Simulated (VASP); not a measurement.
Crystal: Al2BN3.

```
Al B N
1.0
     3.72854    0.00000    0.00000
     0.00000    3.72854    0.00000
     0.00000    0.00000    6.15100
Al B N
2 1 3
Direct
  0.50000 0.50000 0.20131
  0.50000 0.50000 0.79869
  0.00000 0.00000 0.00000
  0.50000 0.50000 0.50000
  0.50000 0.00000 0.50000
  0.00000 0.50000 0.50000
```

The cell was generated, and may not be a known phase.

Base run:

| Quantity | Value |
| --- | --- |
| Program | VASP 6.6.1 |
| Functional | PBE |
| Potentials or basis | VASP PAW PBE potentials, release 64 (Al, B, N) |
| Cutoff | 520 eV |
| k mesh | 6 × 6 × 4 |
| Occupations | gaussian, width 0.1 eV |
| Spin | no spin polarisation |

Its results: pressure -12.5 GPa; largest force 0.902 eV/Å.

Problem. The run is repeated on the same cell with these changes: spin from no spin polarisation to collinear spin, ferromagnetic start; further incar settings from ALGO = Normal; EDIFF = 1e-06; NBANDS = 21 to ALGO = Normal; EDIFF = 1e-06; NBANDS = 25. What comes out?

Solution. Pressure -12.3 GPa; net moment 0.44 μB per cell; site moments Al -0.00; B +0.00; N +0.12, +0.10 (each value once) μB; largest force 0.900 eV/Å.

Caveats: the cell stands under tension; a moment this small can come from the mesh or the smearing (at least some runs).
